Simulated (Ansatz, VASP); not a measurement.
# One calculation of Au, two programs

The input INCAR:

```
SYSTEM = Au
ALGO = Normal
EDIFF = 1E-6
ENCUT = 500
GGA = PS
GGA_COMPAT = .False.
ISIF = 2
ISMEAR = 0
LASPH = .True.
LCHARG = .False.
LREAL = .False.
LWAVE = .False.
NBANDS = 18
NELM = 120
PREC = Accurate
SIGMA = 0.1
```

KPOINTS

```
k-points
0
Gamma
  6 6 4
  0 0 0
```

POSCAR

```
Au
1.0
    1.3310970725     -2.4106645964      0.0000000000
    1.3310970725      2.4106645964      0.0000000000
    0.0000000000      0.0000000000      4.6150625339
Au
2
Direct
    0.6653279700      0.3346720300      0.2500000000
    0.3346720300      0.6653279700      0.7500000000
```

Input for Ansatz:

```yaml
crystal:
  lattice:
    - [1.3310970725, -2.4106645964, 0.0]
    - [1.3310970725, 2.4106645964, 0.0]
    - [0.0, 0.0, 4.6150625339]
  atoms:
    - { symbol: Au, position: [0.66532797, 0.33467203, 0.25] }
    - { symbol: Au, position: [0.33467203, 0.66532797, 0.75] }
basis:
  ecutwfc: 420
kpoints:
  mp_grid: { grid: [6, 6, 4] }
hamiltonian:
  xc: pbesol
scf:
  occupations: { method: gaussian, width: 0.1 }
  algorithm: direct_min
  max_iter: 67
output:
  forces: true
  stress: true
  eigenvalues: true
```

Alike in both runs: task single point; functional PBEsol; k mesh 6 × 6 × 4; occupations gaussian, width 0.1 eV; no spin polarisation.

```csv
,VASP,Ansatz
version,VASP 6.6.1,Ansatz 0.2.0
potentials or method,"VASP PAW PBE potentials, release 64 (Au), cutoff 500 eV","scalar-relativistic, plane waves, PAW"
valence electrons in the cell,22,38
```

```csv
,VASP,Ansatz,Ansatz less VASP
gap on the k mesh at the Fermi level (eV),none,none,-
rms of the force components (eV/Å),0.063,0.063,-0.0002
```

VASP's potentials were made for PBE, not for PBEsol. Atom by atom the forces differ by 0.000 eV/Å (rms over components). A gap of «none» marks a metal or a gap that the smearing closes. VASP's potentials hold 22 valence electrons a cell and Ansatz's 38, so a difference there can come from the potentials and not from the codes.

The k mesh is coarse, so the values compare programs but aren't converged. Spin-orbit coupling is off throughout.
